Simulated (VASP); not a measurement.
# TiCo2 (Fd-3m) in VASP: further runs

Runs on TiCo2. Level: PBEsol. Tasks: relaxation of cell and atoms, single point.

Program: VASP 6.6.1. These are calculated values, not measurements. Logs are shortened: lines on timing, memory, paths and dates and some standing lists are left out, and cuts for length are marked.

## (1) The cell of the first run

It takes space group Fd-3m (No. 227, cubic). Conventional cell: a = 6.704 Å, b = 6.704 Å, c = 6.704 Å, α = 90.00°, β = 90.00°, γ = 90.00°. Within 3.7 Å of Ti (site symmetry -43m) lie 12 Co at 2.78 Å and 4 Ti at 2.90 Å. Co (site symmetry -3m) has 6 Co at 2.37 Å and 6 Ti at 2.78 Å within 3.1 Å.

## (2) Relaxation of cell and atoms, PBEsol, collinear spin, ferrimagnetic start

INCAR reads:

```
PREC     = Accurate       # precision mode
ENCUT    = 600            # plane-wave cutoff, eV
EDIFF    = 1E-7           # SCF threshold, eV
ISMEAR   = 0              # smearing method
SIGMA    = 0.1            # smearing width, eV
LREAL    = F              # projectors in reciprocal space
LASPH    = T              # aspherical terms in the spheres
NELM     = 150            # most SCF steps
ALGO     = Normal         # electronic algorithm
ISIF     = 3              # what is computed and relaxed
LWAVE    = F              # write WAVECAR
LCHARG   = F              # write CHGCAR
ISPIN    = 2              # spin polarisation
MAGMOM   = -0.31 -0.31 0.82 0.82 0.82 0.82 # initial moments
LORBIT   = 11             # projections on sites
LMAXMIX  = 4              # l up to which the mixer works
GGA      = PS             # functional
IBRION   = 2              # ionic algorithm
NSW      = 80             # ionic steps
EDIFFG   = -0.01          # ionic threshold
```

KPOINTS reads:

```
Automatic mesh
0
Gamma
  4 4 4
```

POSCAR reads:

```
TiCo2
1.0
    0.0000000000      3.3520000000      3.3520000000
    3.3520000000      0.0000000000      3.3520000000
    3.3520000000      3.3520000000      0.0000000000
Ti Co
2 4
Direct
    0.5000000000      0.5000000000      0.5000000000
    0.7500000000      0.7500000000      0.7500000000
    0.1250000000      0.1250000000      0.1250000000
    0.6250000000      0.1250000000      0.1250000000
    0.1250000000      0.1250000000      0.6250000000
    0.1250000000      0.6250000000      0.1250000000
```

Potentials or basis: VASP PAW PBE potentials, release 64 (Ti_sv, Co).

Launch:

```sh
cat potpaw_PBE.64/Ti_sv/POTCAR potpaw_PBE.64/Co/POTCAR > POTCAR
mpirun -np 1 vasp_std > vasp.out
```

OUTCAR:

```text
PREC = Accurate
   ENCUT = 600
   EDIFF = 1E-7
   ISMEAR = 0
   LREAL = F
   LASPH = T
   NELM = 150
   ISIF = 3
   ISPIN = 2
   LORBIT = 11
   GGA = PS
   IBRION = 2
   NSW = 80
   EDIFFG = -0.01

 ion  position               nearest neighbor table
   1  0.500  0.500  0.500-   3 2.78   5 2.78   6 2.78   3 2.78   4 2.78   5 2.78   3 2.78   4 2.78
                             6 2.78   4 2.78   5 2.78   6 2.78   2 2.90   2 2.90   2 2.90   2 2.90
   2  0.750  0.750  0.750-   4 2.78   5 2.78   6 2.78   3 2.78   4 2.78   6 2.78   3 2.78   4 2.78
                             5 2.78   3 2.78   5 2.78   6 2.78   1 2.90   1 2.90   1 2.90   1 2.90
   3  0.125  0.125  0.125-   4 2.37   5 2.37   6 2.37   5 2.37   6 2.37   4 2.37   1 2.78   2 2.78
                             1 2.78   2 2.78   1 2.78   2 2.78
   4  0.625  0.125  0.125-   3 2.37   5 2.37   6 2.37   3 2.37   5 2.37   6 2.37   2 2.78   1 2.78
                             1 2.78   2 2.78   2 2.78   1 2.78
   5  0.125  0.125  0.625-   3 2.37   3 2.37   4 2.37   6 2.37   6 2.37   4 2.37   1 2.78   2 2.78
                             1 2.78   2 2.78   1 2.78   2 2.78
   6  0.125  0.625  0.125-   3 2.37   5 2.37   3 2.37   4 2.37   5 2.37   4 2.37   2 2.78   1 2.78
                             2 2.78   2 2.78   1 2.78   1 2.78

  LATTYP: Found a face centered cubic cell.
 ALAT       =     6.7040000000

  Lattice vectors:

 A1 = (   0.0000000000,   3.3520000000,   3.3520000000)
 A2 = (   3.3520000000,   0.0000000000,   3.3520000000)
 A3 = (   3.3520000000,   3.3520000000,   0.0000000000)

Analysis of symmetry for initial positions (statically):
=====================================================================
 Subroutine PRICEL returns:
 Original cell was already a primitive cell.

 Routine SETGRP: Setting up the symmetry group for a
 face centered cubic supercell.

 Subroutine GETGRP returns: Found 48 space group operations
 (whereof 24 operations were pure point group operations)
 out of a pool of 48 trial point group operations.

The static configuration has the point symmetry T_d .
 The point group associated with its full space group is O_h .

Analysis of symmetry for dynamics (positions and initial velocities):
=====================================================================
 Subroutine PRICEL returns:
 Original cell was already a primitive cell.

 Routine SETGRP: Setting up the symmetry group for a
 face centered cubic supercell.

 Subroutine GETGRP returns: Found 48 space group operations
 (whereof 24 operations were pure point group operations)
 out of a pool of 48 trial point group operations.

The dynamic configuration has the point symmetry T_d .
 The point group associated with its full space group is O_h .

Analysis of structural, dynamic, and magnetic symmetry:
=====================================================================
 Subroutine PRICEL returns:
 Original cell was already a primitive cell.

 Routine SETGRP: Setting up the symmetry group for a
 face centered cubic supercell.

 Subroutine GETGRP returns: Found 48 space group operations
 (whereof 24 operations were pure point group operations)
 out of a pool of 48 trial point group operations.

The overall configuration has the point symmetry T_d .
 The point group associated with its full space group is O_h .

 Subroutine INISYM returns: Found 48 space group operations
 (whereof 24 operations are pure point group operations),
 and found     1 'primitive' translations

----------------------------------------------------------------------------------------

                                     Primitive cell

  volume of cell :      75.3255

  direct lattice vectors                    reciprocal lattice vectors
     0.000000000  3.352000000  3.352000000    -0.149164678  0.149164678  0.149164678
     3.352000000  0.000000000  3.352000000     0.149164678 -0.149164678  0.149164678
     3.352000000  3.352000000  0.000000000     0.149164678  0.149164678 -0.149164678

  length of vectors
     4.740443861  4.740443861  4.740443861     0.258360801  0.258360801  0.258360801

  position of ions in fractional coordinates (direct lattice)
     0.500000000  0.500000000  0.500000000
     0.750000000  0.750000000  0.750000000
     0.125000000  0.125000000  0.125000000
     0.625000000  0.125000000  0.125000000
     0.125000000  0.125000000  0.625000000
     0.125000000  0.625000000  0.125000000

  ion indices of the primitive-cell ions
   primitive index   ion index
                 1           1
                 2           2
                 3           3
                 4           4
                 5           5
                 6           6

----------------------------------------------------------------------------------------

 KPOINTS: Automatic mesh

Automatic generation of k-mesh.
 Grid dimensions read from file:
 generate k-points for:    4    4    4

 Generating k-lattice:

  Cartesian coordinates                     Fractional coordinates (reciprocal lattice)
    -0.037291169  0.037291169  0.037291169     0.250000000  0.000000000  0.000000000
     0.037291169 -0.037291169  0.037291169     0.000000000  0.250000000  0.000000000
     0.037291169  0.037291169 -0.037291169     0.000000000  0.000000000  0.250000000

  Length of vectors
     0.064590200  0.064590200  0.064590200

  Shift w.r.t. Gamma in fractional coordinates (k-lattice)
     0.000000000  0.000000000  0.000000000

 Subroutine IBZKPT returns following result:
 ===========================================

 Found      8 irreducible k-points:

 Following reciprocal coordinates:
            Coordinates               Weight
  0.000000  0.000000  0.000000      1.000000
  0.250000  0.000000  0.000000      8.000000
  0.500000  0.000000  0.000000      4.000000
  0.250000  0.250000  0.000000      6.000000
  0.500000  0.250000  0.000000     24.000000
 -0.250000  0.250000  0.000000     12.000000
  0.500000  0.500000  0.000000      3.000000
 -0.250000  0.500000  0.250000      6.000000
   k-points           NKPTS =      8   k-points in BZ     NKDIM =      8   number of bands    NBANDS=     37
   number of dos      NEDOS =    301   number of ions     NIONS =      6
   total plane-waves  NPLWV =  64000
   dimension x,y,z NGX =    40 NGY =   40 NGZ =   40
   dimension x,y,z NGXF=    80 NGYF=   80 NGZF=   80
   ions per type =               2   4
   NGX,Y,Z   is equivalent  to a cutoff of  14.03, 14.03, 14.03 a.u.
   NGXF,Y,Z  is equivalent  to a cutoff of  28.06, 28.06, 28.06 a.u.
 SYSTEM =  unknown system
   PREC   = accura    normal or accurate (medium, high low for compatibility)
   ISTART =      0    job   : 0-new  1-cont  2-samecut
   ICHARG =      2    charge: 1-file 2-atom 10-const
   ISPIN  =      2    spin polarized calculation?
   LNONCOLLINEAR =      F non collinear calculations
   LSORBIT =      F    spin-orbit coupling
   LASPH  =      T    aspherical Exc in radial PAW
   ENCUT  =  600.0 eV  44.10 Ry    6.64 a.u.   9.47  9.47  9.47*2*pi/ulx,y,z
   NELM   =    150;   NELMIN=  2; NELMDL= -5     # of ELM steps
   EDIFF  = 0.1E-06   stopping-criterion for ELM
   LREAL  =      F    real-space projection
   EDIFFG = -.1E-01   stopping-criterion for IOM
   NSW    =     80    number of steps for IOM
   IBRION =      2    ionic relax: 0-MD 1-quasi-New 2-CG
   NFREE  =      1    steps in history (QN), initial steepest desc. (CG)
   ISIF   =      3    stress and relaxation
   ISYM   =      2    0-nonsym 1-usesym 2-fastsym
   POTIM  = 0.5000    time-step for ionic-motion
   TEBEG  =    0.0;   TEEND  =   0.0 temperature during run
   PSTRESS=    0.0 pullay stress
   NELECT =      60.0000    total number of electrons
   NUPDOWN=      -1.0000    fix difference up-down
   EMIN   =  10.00;   EMAX   =-10.00  energy-range for DOS
   EFERMI =   0.00;   METHOD = LEGACY
   ISMEAR =     0;   SIGMA  =   0.10  broadening in eV -4-tet -1-fermi 0-gaus
   EFERMI_NEDOS =   21; number of points for ismear=-14 and -15
   IALGO  =     38    algorithm
   IMIX   =      4    mixing-type and parameters
     AMIX     =   0.40;   BMIX     =  1.00
     AMIX_MAG =   1.60;   BMIX_MAG =  1.00
  volume/ion in A,a.u.               =      12.55        84.72
  Fermi-wavevector in a.u.,A,eV,Ry     =   1.517555  2.867764 31.333871  2.302975
  Thomas-Fermi vector in A             =   2.626795
   LORBIT       =     11    0 simple, 1 ext, 2 COOP (PROOUT), +10 PAW based schemes
   GGA     = PS    functional components
   LHFCALC =     F    Hartree Fock is set to
   AEXX    =    0.0000 exact exchange contribution
   IVDW    =     0    specifies the selected vdW correction
   LEPSILON=     F    determine dielectric tensor
   LRPA    =     F    only Hartree local field effects (RPA)
 conjugate gradient relaxation of ions
 spin polarized calculation
 Gauss-broadening in eV      SIGMA  =   0.10
  energy-cutoff  :      600.00
  volume of cell :       75.33
 maximum number of plane-waves:      2565
 NGX is ok and might be reduce to    40
   NGX = 19   NGY = 19   NGZ = 19

--------------------------------------- Ionic step        1  -------------------------------------------

 number of electron      59.9999994 magnetization       2.3181021

 Free energy of the ion-electron system (eV)
  ---------------------------------------------------
  ext. energy  EPLUGINS =         0.00000000
  ---------------------------------------------------
  free energy    TOTEN  =       -49.52217346 eV

  energy without entropy =      -49.48242570  energy(sigma->0) =      -49.50229958

 E-fermi :   9.6834     XC(G=0): -12.9404

 val. band max:        9.6657968709   @ k =   0.2500   0.0000   0.0000
 cond. band min:       9.7077997976   @ k =   0.5000   0.0000   0.0000
 fundamental gap:      0.0420029267
 Fermi energy:         9.6834128065

 spin component 1

 k-point     1 :       0.0000    0.0000    0.0000
  band No.  band energies     occupation
      1     -47.1392      1.00000
      2     -47.0565      1.00000
      3     -23.5250      1.00000
      4     -23.5250      1.00000
      5     -23.5250      1.00000
      6     -23.3406      1.00000
[... 753 lines left out ...]
  energy  without entropy=      -49.6620588871  energy(sigma->0) =      -49.68900325

--------------------------------------- Ionic step        4  -------------------------------------------

 number of electron      60.0000012 magnetization      -0.0001056

 Free energy of the ion-electron system (eV)
  ---------------------------------------------------
  ext. energy  EPLUGINS =         0.00000000
  ---------------------------------------------------
  free energy    TOTEN  =       -49.71661894 eV

  energy without entropy =      -49.66290540  energy(sigma->0) =      -49.68976217

 E-fermi :  10.6312     XC(G=0): -13.3375

 val. band max:       10.6094930443   @ k =   0.5000   0.5000   0.0000
 cond. band min:      10.6620878146   @ k =   0.2500   0.0000   0.0000
 fundamental gap:      0.0525947703
 Fermi energy:        10.6312186727

 spin component 1

 k-point     1 :       0.0000    0.0000    0.0000
  band No.  band energies     occupation
      1     -46.1954      1.00000
      2     -46.0846      1.00000
      3     -22.6145      1.00000
      4     -22.6145      1.00000
      5     -22.6145      1.00000
      6     -22.3820      1.00000
[... 665 lines left out ...]
  FREE ENERGIE OF THE ION-ELECTRON SYSTEM (eV)
  ---------------------------------------------------
  free  energy   TOTEN  =       -49.7166189354 eV

  energy  without entropy=      -49.6629054028  energy(sigma->0) =      -49.68976217

 reached required accuracy - stopping structural energy minimisation

 total charge

# of ion       s       p       d       tot
------------------------------------------
    1        2.231   6.167   1.868  10.265
    2        2.231   6.167   1.868  10.265
    3        0.567   0.615   7.352   8.534
    4        0.567   0.615   7.352   8.534
    5        0.567   0.615   7.352   8.534
    6        0.567   0.615   7.352   8.534
--------------------------------------------------
tot          6.730  14.794  33.144  54.668

 magnetization (x)

# of ion       s       p       d       tot
------------------------------------------
    1        0.000   0.000   0.000   0.000
    2        0.000   0.000   0.000   0.000
    3        0.000  -0.000  -0.000  -0.000
    4        0.000  -0.000  -0.000  -0.000
    5        0.000  -0.000  -0.000  -0.000
    6        0.000  -0.000  -0.000  -0.000
--------------------------------------------------
tot          0.000   0.000  -0.000  -0.000
```

Wall time 8.2 min (1 thread of Intel Xeon 6975P-C, shared host); peak memory 0.32 GiB.

What came out:

- Free energy: -49.7166 eV
- Relaxed volume: 11.70 Å³/atom
- Relaxed cell: a = 4.630 Å, b = 4.630 Å, c = 4.630 Å, α = 60.00°, β = 60.00°, γ = 60.00°
- Space group after relaxing (to 0.05 Å): Fd-3m (No. 227)
- Energy gained by relaxing: 32.4 meV/atom
- Ionic steps: 4
- Pressure after relaxing: -0.1 GPa
- Band gap on the k mesh: zero (filled and empty bands overlap)
- Net moment: 0.00 μB per cell
- Valence electrons inside the program's atomic spheres: Ti 10.27; Co 8.53

The path:
| step | energy change (eV) | largest force (eV/Å) | pressure (GPa) | volume (Å³) |
| --- | --- | --- | --- | --- |
| 1 | 0.0000 | 0.0000 | -12.04 | 75.33 |
| 2 | 0.0565 | 0.0000 | 18.36 | 65.50 |
| 3 | -0.1938 | 0.0000 | -0.82 | 70.42 |
| 4 | -0.1944 | 0.0000 | -0.08 | 70.19 |

Final structure:
```
Ti Co
1.0
     0.00000    3.27395    3.27395
     3.27395    0.00000    3.27395
     3.27395    3.27395    0.00000
Ti Co
2 4
Direct
  0.50000 0.50000 0.50000
  0.75000 0.75000 0.75000
  0.12500 0.12500 0.12500
  0.62500 0.12500 0.12500
  0.12500 0.12500 0.62500
  0.12500 0.62500 0.12500
```

Caveat: the k points lie up to 0.42 Å⁻¹ apart in the final cell; the PAW data sets were made with another functional, which shifts forces and pressure a little.

## (3) Single point, PBEsol, collinear spin, ferrimagnetic start

INCAR reads:

```
SYSTEM = TiCo2
PREC = Accurate
ENCUT = 520
EDIFF = 1E-6
ISMEAR = 1
SIGMA = 0.5
LREAL = .FALSE.
LASPH = .TRUE.
NELM = 150
ALGO = Fast
ISIF = 2
LWAVE = .FALSE.
LCHARG = .TRUE.
ISPIN = 2
MAGMOM = -0.31 -0.31 0.82 0.82 0.82 0.82
LORBIT = 11
LMAXMIX = 4
GGA = PS
LELF = .TRUE.
LVHAR = .TRUE.
NBANDS = 43
```

KPOINTS reads:

```
Automatic mesh
0
G
  10 10 10
  0 0 0
```

POSCAR is that of step 2.

Potentials or basis: VASP PAW PBE potentials, release 64 (Ti_sv, Co).

Launch:

```sh
cat potpaw_PBE.64/Ti_sv/POTCAR potpaw_PBE.64/Co/POTCAR > POTCAR
mpirun -np 1 vasp_std > vasp.out
```

Wall time 24 min (1 thread of AMD EPYC 7R43 (Zen 3), shared host); peak memory 0.35 GiB.

It converged, with:

```yaml
Free_energy: -49.4782 eV
Pressure: -12.8 GPa
Net_moment: 1.67 μB per cell
Site_moments: Ti -0.27; Co +0.60 μB
Valence_electrons_inside_the_program's_atomic_spheres: Ti 10.17; Co 8.38
```

Levels at points of the mesh, in eV from the Fermi level:
Spin up:
```tsv
k point	band 28	band 29	band 30	band 31	band 32	band 33	band 34	band 35
(0.00, 0.00, 0.00)	-0.92	-0.62	-0.62	-0.61	0.41	0.41	0.41	0.92
(0.50, 0.00, 0.00)	-0.75	-0.75	0.18	0.18	0.41	0.59	0.59	0.86
(0.50, 0.50, 0.00)	-0.87	-0.86	-0.86	-0.17	-0.17	0.82	0.82	1.50
```
Spin down:
```
           k point  band 26  band 27  band 28  band 29  band 30  band 31  band 32  band 33
(0.00, 0.00, 0.00)    -0.58    -0.32    -0.32    -0.24    -0.24    -0.24     1.00     1.00
(0.50, 0.00, 0.00)    -0.38    -0.30    -0.05    -0.05     0.12     0.12     0.47     0.47
(0.50, 0.50, 0.00)    -1.47    -0.26    -0.26    -0.20    -0.20     0.07     0.07     0.89
```

Caveat: the PAW data sets were made with another functional, which shifts forces and pressure a little.

## (4) Single point, PBEsol

This run uses another cell than the first one, of 11.73 Å³/atom, 0.934 times its volume.

INCAR reads:

```
ALGO     = Fast           # electronic algorithm
EDIFF    = 1E-6           # SCF threshold, eV
ENCUT    = 520            # plane-wave cutoff, eV
GGA      = PS             # functional
ISIF     = 2              # what is computed and relaxed
ISMEAR   = 0              # smearing method
LASPH    = True           # aspherical terms in the spheres
LCHARG   = True           # write CHGCAR
LELF     = True           # ELF
LREAL    = False          # projectors in reciprocal space
LVHAR    = True         
LWAVE    = False          # write WAVECAR
NBANDS   = 39             # bands
NELM     = 100            # most SCF steps
PREC     = Accurate       # precision mode
SIGMA    = 0.1            # smearing width, eV
```

KPOINTS reads:

```
k-points
0
Gamma
  10 10 10
```

Edit POSCAR of step 3 so:

```diff
@@ -2,5 +2,5 @@
 1.0
-    0.0000000000      3.3520000000      3.3520000000
-    3.3520000000      0.0000000000      3.3520000000
-    3.3520000000      3.3520000000      0.0000000000
+    0.0000000000      3.2766326151      3.2766326151
+    3.2766326151      0.0000000000      3.2766326151
+    3.2766326151      3.2766326151      0.0000000000
 Ti Co
```

Launch:

```sh
cat potpaw_PBE.64/Ti_sv/POTCAR potpaw_PBE.64/Co/POTCAR > POTCAR
mpirun -np 1 vasp_std > vasp.out
```

Run time: 9 min. Hardware: 1 thread of Intel Xeon Platinum 8375C at 2.90GHz (Ice Lake), shared host; peak memory 0.27 GiB.

Results (log left out):

```
Free energy            : -49.7445 eV
Pressure               : -0.7 GPa
Band gap on the k mesh : zero (band 30 reaches 10.85 eV, above the bottom of band 31 at 10.04 eV)
```

Levels at points of the mesh, in eV from the Fermi level:
| k point | band 27 | band 28 | band 29 | band 30 | band 31 | band 32 | band 33 | band 34 |
| --- | --- | --- | --- | --- | --- | --- | --- | --- |
| (0.00, 0.00, 0.00) | -0.65 | -0.65 | -0.57 | -0.57 | -0.57 | 0.85 | 0.85 | 0.85 |
| (0.50, 0.00, 0.00) | -0.63 | -0.38 | -0.38 | 0.13 | 0.13 | 0.57 | 0.57 | 0.85 |
| (0.50, 0.50, 0.00) | -0.58 | -0.58 | -0.54 | -0.54 | -0.03 | -0.03 | 0.92 | 0.92 |

Caveat: the PAW data sets were made with another functional, which shifts forces and pressure a little. Spin polarisation is off, so any magnetic state and its effect on volume and gap are missing.

## (5) The runs side by side

```tsv
task	spin	cell	k mesh	cutoff (eV)	smearing	gap on the mesh (eV)	pressure (GPa)	moment (μB)
relaxation of cell and atoms	collinear, ferrimagnetic start	relaxed from a = 4.740 Å, angles 60.0°, 6 atoms	4 × 4 × 4	600	gaussian 0.1 eV	none	-0.1	0.00
single point	collinear, ferrimagnetic start	a = 4.740 Å, angles 60.0°, 6 atoms	10 × 10 × 10	520	methfessel-paxton 0.5 eV	none	-12.8	1.67
single point	off	a = 4.634 Å, angles 60.0°, 6 atoms	10 × 10 × 10	520	gaussian 0.1 eV	none	-0.7	-
```

Alike in all rows: level PBEsol; potentials or basis VASP PAW PBE potentials, release 64 (Ti_sv, Co).

Caveats: some runs use coarse meshes; the PAW data sets were made with another functional, which shifts forces and pressure a little.

Absolute energies hang on the potentials; compare differences alone.
